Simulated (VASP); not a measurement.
# Bi (P6_3/mmc) in VASP: further runs

Bi is run at these levels: PBE; tasks: relaxation of cell and atoms, single point.

Program: VASP 6.6.1. These are calculated values, not measurements. Logs are shortened: lines on timing, memory, paths and dates and some standing lists are left out, and cuts for length are marked.

### 1 The cell of the first run

Symmetry: P6_3/mmc, No. 194, hexagonal system. Conventional cell: a = 3.763 Å, b = 3.763 Å, c = 6.107 Å, α = 90.00°, β = 90.00°, γ = 120.00°. Bi (site symmetry -6m2) has 12 Bi at 3.75 to 3.76 Å within 4.9 Å.

### 2 Relaxation of cell and atoms, PBE

Contents of INCAR:

```
SYSTEM = Bi
PREC     = Accurate       ! precision mode
ENCUT    = 600            ! plane-wave cutoff, eV
EDIFF    = 1E-7           ! SCF threshold, eV
ISMEAR   = 0              ! smearing method
SIGMA    = 0.1            ! smearing width, eV
LREAL    = .FALSE.        ! projectors in reciprocal space
LASPH    = .TRUE.         ! aspherical terms in the spheres
NELM     = 80             ! most SCF steps
ALGO     = Normal         ! electronic algorithm
ISIF     = 3              ! what is computed and relaxed
LWAVE    = .FALSE.        ! write WAVECAR
LCHARG   = .FALSE.        ! write CHGCAR
GGA      = PE             ! functional
IBRION   = 2              ! ionic algorithm
NSW      = 90             ! ionic steps
EDIFFG   = -0.04          ! ionic threshold
```

Contents of KPOINTS:

```
regular mesh
0
G
  6 6 4
  0 0 0
```

Contents of POSCAR:

```
Bi
1.0
    3.7629691289      0.0000000000      0.0000000000
   -1.8814845645      3.2588268592      0.0000000000
    0.0000000000      0.0000000000      6.1074981812
Bi
2
Direct
    0.3333333333      0.6666666667      0.2500000000
    0.6666666667      0.3333333333      0.7500000000
```

Potentials or basis: VASP PAW PBE potentials, release 64 (Bi_d).

Command:

```console
cat potpaw_PBE.64/Bi_d/POTCAR > POTCAR
mpirun -np 1 vasp_std > vasp.out
```

OUTCAR:

```text
SYSTEM = Bi
   PREC = Accurate
   ENCUT = 600
   EDIFF = 1E-7
   ISMEAR = 0
   LREAL = .FALSE.
   LASPH = .TRUE.
   NELM = 80
   ISIF = 3
   GGA = PE
   IBRION = 2
   NSW = 90
   EDIFFG = -0.04

 ion  position               nearest neighbor table
   1  0.333  0.667  0.250-   2 3.75   2 3.75   2 3.75   2 3.75   2 3.75   2 3.75
   2  0.667  0.333  0.750-   1 3.75   1 3.75   1 3.75   1 3.75   1 3.75   1 3.75

  LATTYP: Found a hexagonal cell.
 ALAT       =     3.7629691289
 C/A-ratio  =     1.6230529595

  Lattice vectors:

 A1 = (   3.7629691289,   0.0000000000,   0.0000000000)
 A2 = (  -1.8814845645,   3.2588268592,   0.0000000000)
 A3 = (   0.0000000000,   0.0000000000,   6.1074981812)

Analysis of symmetry for initial positions (statically):
=====================================================================
 Subroutine PRICEL returns:
 Original cell was already a primitive cell.

 Routine SETGRP: Setting up the symmetry group for a
 hexagonal supercell.

 Subroutine GETGRP returns: Found 24 space group operations
 (whereof 12 operations were pure point group operations)
 out of a pool of 24 trial point group operations.

The static configuration has the point symmetry D_3d.
 The point group associated with its full space group is D_6h.

Analysis of symmetry for dynamics (positions and initial velocities):
=====================================================================
 Subroutine PRICEL returns:
 Original cell was already a primitive cell.

 Routine SETGRP: Setting up the symmetry group for a
 hexagonal supercell.

 Subroutine GETGRP returns: Found 24 space group operations
 (whereof 12 operations were pure point group operations)
 out of a pool of 24 trial point group operations.

The dynamic configuration has the point symmetry D_3d.
 The point group associated with its full space group is D_6h.

 Subroutine INISYM returns: Found 24 space group operations
 (whereof 12 operations are pure point group operations),
 and found     1 'primitive' translations

----------------------------------------------------------------------------------------

                                     Primitive cell

  volume of cell :      74.8954

  direct lattice vectors                    reciprocal lattice vectors
     3.762969129  0.000000000  0.000000000     0.265747596  0.153429446  0.000000000
    -1.881484565  3.258826859  0.000000000     0.000000000  0.306858892  0.000000000
     0.000000000  0.000000000  6.107498181     0.000000000  0.000000000  0.163733164

  length of vectors
     3.762969129  3.762969129  6.107498181     0.306858892  0.306858892  0.163733164

  position of ions in fractional coordinates (direct lattice)
     0.333333333  0.666666667  0.250000000
     0.666666667  0.333333333  0.750000000

  ion indices of the primitive-cell ions
   primitive index   ion index
                 1           1
                 2           2

----------------------------------------------------------------------------------------

 KPOINTS: regular mesh

Automatic generation of k-mesh.
 Grid dimensions read from file:
 generate k-points for:    6    6    4

 Generating k-lattice:

  Cartesian coordinates                     Fractional coordinates (reciprocal lattice)
     0.044291266  0.025571574  0.000000000     0.166666667 -0.000000000  0.000000000
     0.000000000  0.051143149  0.000000000     0.000000000  0.166666667  0.000000000
     0.000000000  0.000000000  0.040933291     0.000000000  0.000000000  0.250000000

  Length of vectors
     0.051143149  0.051143149  0.040933291

  Shift w.r.t. Gamma in fractional coordinates (k-lattice)
     0.000000000  0.000000000  0.000000000

 Subroutine IBZKPT returns following result:
 ===========================================

 Found     21 irreducible k-points:

 Following reciprocal coordinates:
            Coordinates               Weight
  0.000000  0.000000  0.000000      1.000000
  0.166667 -0.000000  0.000000      6.000000
  0.333333 -0.000000  0.000000      6.000000
  0.500000 -0.000000  0.000000      3.000000
  0.166667  0.166667  0.000000      6.000000
  0.333333  0.166667  0.000000     12.000000
[... 13 lines left out ...]
  0.333333  0.166667  0.500000     12.000000
  0.333333  0.333333  0.500000      2.000000
   k-points           NKPTS =     21   k-points in BZ     NKDIM =     21   number of bands    NBANDS=     19
   number of dos      NEDOS =    301   number of ions     NIONS =      2
   total plane-waves  NPLWV =  45000
   dimension x,y,z NGX =    30 NGY =   30 NGZ =   50
   dimension x,y,z NGXF=    60 NGYF=   60 NGZF=  100
   ions per type =               2
   NGX,Y,Z   is equivalent  to a cutoff of  13.25, 13.25, 13.61 a.u.
   NGXF,Y,Z  is equivalent  to a cutoff of  26.51, 26.51, 27.22 a.u.
 SYSTEM =  Bi
   PREC   = accura    normal or accurate (medium, high low for compatibility)
   ISTART =      0    job   : 0-new  1-cont  2-samecut
   ICHARG =      2    charge: 1-file 2-atom 10-const
   ISPIN  =      1    spin polarized calculation?
   LNONCOLLINEAR =      F non collinear calculations
   LSORBIT =      F    spin-orbit coupling
   LASPH  =      T    aspherical Exc in radial PAW
   ENCUT  =  600.0 eV  44.10 Ry    6.64 a.u.   7.52  7.52 12.20*2*pi/ulx,y,z
   NELM   =     80;   NELMIN=  2; NELMDL= -5     # of ELM steps
   EDIFF  = 0.1E-06   stopping-criterion for ELM
   LREAL  =      F    real-space projection
   EDIFFG = -.4E-01   stopping-criterion for IOM
   NSW    =     90    number of steps for IOM
   IBRION =      2    ionic relax: 0-MD 1-quasi-New 2-CG
   NFREE  =      1    steps in history (QN), initial steepest desc. (CG)
   ISIF   =      3    stress and relaxation
   ISYM   =      2    0-nonsym 1-usesym 2-fastsym
   POTIM  = 0.5000    time-step for ionic-motion
   TEBEG  =    0.0;   TEEND  =   0.0 temperature during run
   PSTRESS=    0.0 pullay stress
   NELECT =      30.0000    total number of electrons
   NUPDOWN=      -1.0000    fix difference up-down
   EMIN   =  10.00;   EMAX   =-10.00  energy-range for DOS
   EFERMI =   0.00;   METHOD = LEGACY
   ISMEAR =     0;   SIGMA  =   0.10  broadening in eV -4-tet -1-fermi 0-gaus
   EFERMI_NEDOS =   21; number of points for ismear=-14 and -15
   IALGO  =     38    algorithm
   IMIX   =      4    mixing-type and parameters
     AMIX     =   0.40;   BMIX     =  1.00
     AMIX_MAG =   1.60;   BMIX_MAG =  1.00
  volume/ion in A,a.u.               =      37.45       252.71
  Fermi-wavevector in a.u.,A,eV,Ry     =   1.206786  2.280494 19.814596  1.456332
  Thomas-Fermi vector in A             =   2.342443
   LORBIT       =      0    0 simple, 1 ext, 2 COOP (PROOUT), +10 PAW based schemes
   GGA     = PE    functional components
   LHFCALC =     F    Hartree Fock is set to
   AEXX    =    0.0000 exact exchange contribution
   IVDW    =     0    specifies the selected vdW correction
   LEPSILON=     F    determine dielectric tensor
   LRPA    =     F    only Hartree local field effects (RPA)
 conjugate gradient relaxation of ions
 non-spin polarized calculation
 Gauss-broadening in eV      SIGMA  =   0.10
  energy-cutoff  :      600.00
  volume of cell :       74.90
 maximum number of plane-waves:      2539
   NGX = 15   NGY = 15   NGZ = 25

--------------------------------------- Ionic step        1  -------------------------------------------

 number of electron      29.9999989 magnetization

 Free energy of the ion-electron system (eV)
  ---------------------------------------------------
  ext. energy  EPLUGINS =         0.00000000
  ---------------------------------------------------
  free energy    TOTEN  =        -7.31209642 eV

  energy without entropy =       -7.30983438  energy(sigma->0) =       -7.31096540

 E-fermi :   5.9724     XC(G=0):  -9.4434

 val. band max:        5.9429690204   @ k =   0.1667  -0.0000   0.0000
 cond. band min:       6.1657567922   @ k =   0.5000  -0.0000   0.0000
 fundamental gap:      0.2227877717
 Fermi energy:         5.9724267739

 k-point     1 :       0.0000    0.0000    0.0000
  band No.  band energies     occupation
      1     -17.1538      2.00000
      2     -17.1538      2.00000
      3     -17.1498      2.00000
      4     -17.1498      2.00000
      5     -17.1461      2.00000
      6     -17.1383      2.00000
[... 11 lines left out ...]
     18       9.7873      0.00000
     19      11.9734      0.00000

 k-point     2 :       0.1667   -0.0000    0.0000
  band No.  band energies     occupation
      1     -17.1638      2.00000
      2     -17.1508      2.00000
      3     -17.1376      2.00000
      4     -17.1348      2.00000
      5     -17.1343      2.00000
      6     -17.1341      2.00000
[... 622 lines left out ...]
 VOLUME and BASIS-vectors are now :
 -----------------------------------------------------------------------------
  energy-cutoff  :      600.00
  volume of cell :       62.88
      direct lattice vectors                 reciprocal lattice vectors
     3.513139279  0.000000000 -0.000000000     0.284645703  0.164340273  0.000000000
    -1.756569640  3.042467863 -0.000000000    -0.000000000  0.328680547 -0.000000000
    -0.000000000  0.000000000  5.882765292    -0.000000000  0.000000000  0.169988084

 POSITION                                       TOTAL-FORCE (eV/Angst)
 -----------------------------------------------------------------------------------
     -0.00000      2.02831      1.47069         0.000000     -0.000000      0.000000
      1.75657      1.01416      4.41207        -0.000000      0.000000      0.000000
 -----------------------------------------------------------------------------------
    total drift:                               -0.000000      0.000000     -0.000000

  FREE ENERGIE OF THE ION-ELECTRON SYSTEM (eV)
  ---------------------------------------------------
  free  energy   TOTEN  =        -7.6077585174 eV

  energy  without entropy=       -7.6036798258  energy(sigma->0) =       -7.60571917

--------------------------------------- Ionic step        7  -------------------------------------------

 number of electron      30.0000008 magnetization

 Free energy of the ion-electron system (eV)
  ---------------------------------------------------
  ext. energy  EPLUGINS =         0.00000000
  ---------------------------------------------------
  free energy    TOTEN  =        -7.60776863 eV

  energy without entropy =       -7.60364656  energy(sigma->0) =       -7.60570759

 E-fermi :   8.1395     XC(G=0): -10.2475

 val. band max:        8.1011098310   @ k =   0.5000  -0.0000   0.0000
 cond. band min:       8.2001037387   @ k =   0.1667  -0.0000   0.0000
 fundamental gap:      0.0989939076
 Fermi energy:         8.1394916712

 k-point     1 :       0.0000    0.0000    0.0000
  band No.  band energies     occupation
      1     -15.2309      2.00000
      2     -15.2293      2.00000
      3     -15.2293      2.00000
      4     -15.2218      2.00000
      5     -15.2218      2.00000
      6     -15.2175      2.00000
[... 11 lines left out ...]
     18      12.8658      0.00000
     19      15.0975      0.00000

 k-point     2 :       0.1667   -0.0000    0.0000
  band No.  band energies     occupation
      1     -15.2519      2.00000
      2     -15.2258      2.00000
      3     -15.2068      2.00000
      4     -15.1957      2.00000
      5     -15.1882      2.00000
      6     -15.1873      2.00000
[... 442 lines left out ...]
 VOLUME and BASIS-vectors are now :
 -----------------------------------------------------------------------------
  energy-cutoff  :      600.00
  volume of cell :       62.88
      direct lattice vectors                 reciprocal lattice vectors
     3.512004053  0.000000000 -0.000000000     0.284737712  0.164393395  0.000000000
    -1.756002027  3.041484728 -0.000000000    -0.000000000  0.328786790 -0.000000000
    -0.000000000  0.000000000  5.886734058    -0.000000000  0.000000000  0.169873480

 POSITION                                       TOTAL-FORCE (eV/Angst)
 -----------------------------------------------------------------------------------
     -0.00000      2.02766      1.47168        -0.000000      0.000000      0.000000
      1.75600      1.01383      4.41505         0.000000     -0.000000      0.000000
 -----------------------------------------------------------------------------------
    total drift:                               -0.000000      0.000000     -0.000000

  FREE ENERGIE OF THE ION-ELECTRON SYSTEM (eV)
  ---------------------------------------------------
  free  energy   TOTEN  =        -7.6077686296 eV

  energy  without entropy=       -7.6036465559  energy(sigma->0) =       -7.60570759

 reached required accuracy - stopping structural energy minimisation
```

It took 68 s on 1 thread of Intel Xeon 6975P-C (Granite Rapids), shared host; peak memory 0.22 GiB.

Results:

* Free energy: -7.6078 eV
* Relaxed volume: 31.44 Å³/atom
* Relaxed cell: a = 3.512 Å, b = 3.512 Å, c = 5.887 Å, α = 90.00°, β = 90.00°, γ = 120.00°
* Space group after relaxing (to 0.05 Å): P6_3/mmc (No. 194)
* Energy gained by relaxing: 147.8 meV/atom
* Ionic steps: 7
* Pressure after relaxing: -0.2 GPa
* Band gap on the k mesh: zero (band 15 reaches 12.11 eV, above the bottom of band 16 at 5.07 eV)

The path:
```tsv
step	energy change (eV)	largest force (eV/Å)	pressure (GPa)	volume (Å³)
1	0.0000	0.0000	-6.40	74.90
2	-0.2694	0.0000	2.85	59.82
3	-0.2927	0.0000	0.10	62.61
4	-0.2926	0.0000	-0.10	62.84
5	-0.2955	0.0000	-0.17	62.87
6	-0.2957	0.0000	-0.18	62.88
7	-0.2957	0.0000	-0.18	62.88
```

Final structure:
```yaml
crystal:
  lattice:
    - [3.51200, 0.00000, 0.00000]
    - [-1.75600, 3.04148, 0.00000]
    - [0.00000, 0.00000, 5.88673]
  atoms:
    - { symbol: Bi, position: [0.33333, 0.66667, 0.25000] }
    - { symbol: Bi, position: [0.66667, 0.33333, 0.75000] }
```

Levels at points of the mesh, in eV from the Fermi level:
```csv
k point,band 11,band 12,band 13,band 14,band 15,band 16,band 17,band 18,band 19
"(0.00, 0.00, 0.00)",-13.81,-11.19,-5.52,3.30,3.30,4.32,4.73,4.73,6.96
"(0.50, 0.00, 0.00)",-11.01,-10.05,-4.74,-3.41,-2.16,-0.04,0.27,3.03,4.67
"(0.00, 0.00, 0.50)",-12.83,-12.83,-1.59,-1.59,3.97,3.97,3.97,3.97,7.83
"(0.50, 0.00, 0.50)",-10.49,-10.49,-5.07,-5.07,1.09,1.09,1.37,1.37,5.27
```

Caveat: the volume moved by over 15 % at a fixed basis, so the end points are rough; spin-orbit coupling is left out, which moves the levels of the heavy elements.

[end of part 1 of 2]
